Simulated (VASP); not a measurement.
A run of VASP 6.6.1 is set up as follows.

The input POSCAR:

```
MnSi
1.0
    0.0000000000      2.3369455221      2.3369455221
    2.3369455221      0.0000000000      2.3369455221
    2.3369455221      2.3369455221      0.0000000000
Mn Si
1 1
Direct
    0.0000000000      0.0000000000      0.0000000000
    0.5000000000      0.5000000000      0.5000000000
```

The input INCAR.step1:

```
SYSTEM = MnSi
PREC = Accurate
ENCUT = 520
ISMEAR = -1
SIGMA = 0.08
LREAL = .False.
LASPH = .True.
NELM = 150
ISPIN = 2
MAGMOM = 3 0
LMAXMIX = 4
NBANDS = 20
GGA = PE
ALGO = Normal
EDIFF = 1E-4
LWAVE = .True.
LCHARG = .False.
```

Contents of INCAR.step2:

```
SYSTEM = MnSi
PREC = Accurate
ENCUT = 520
EDIFF = 1E-6
ISMEAR = -1
SIGMA = 0.08
LREAL = .False.
LASPH = .True.
NELM = 150
ALGO = Normal
ISIF = 2
LWAVE = .False.
LCHARG = .False.
ISPIN = 2
MAGMOM = 3 0
LORBIT = 11
LMAXMIX = 4
METAGGA = R2SCAN
LMIXTAU = .True.
NBANDS = 20
ISTART = 1
```

Contents of KPOINTS:

```
Automatic mesh
0
Gamma
  14 14 14
  0 0 0
```

Potentials or basis: VASP PAW PBE potentials, release 64 (Mn_pv, Si).

The run is started by

```sh
$ cat potpaw_PBE.64/Mn_pv/POTCAR potpaw_PBE.64/Si/POTCAR > POTCAR
$ cp INCAR.step1 INCAR
$ mpirun -np 1 vasp_std > vasp.out
$ cp INCAR.step2 INCAR
$ mpirun -np 1 vasp_std > vasp.out
```

(1) Predict the net moment.

(2) What does it give for the site moments?

Answers

(1) 2.61 μB per cell.

(2) Mn +2.76; Si -0.13 μB.
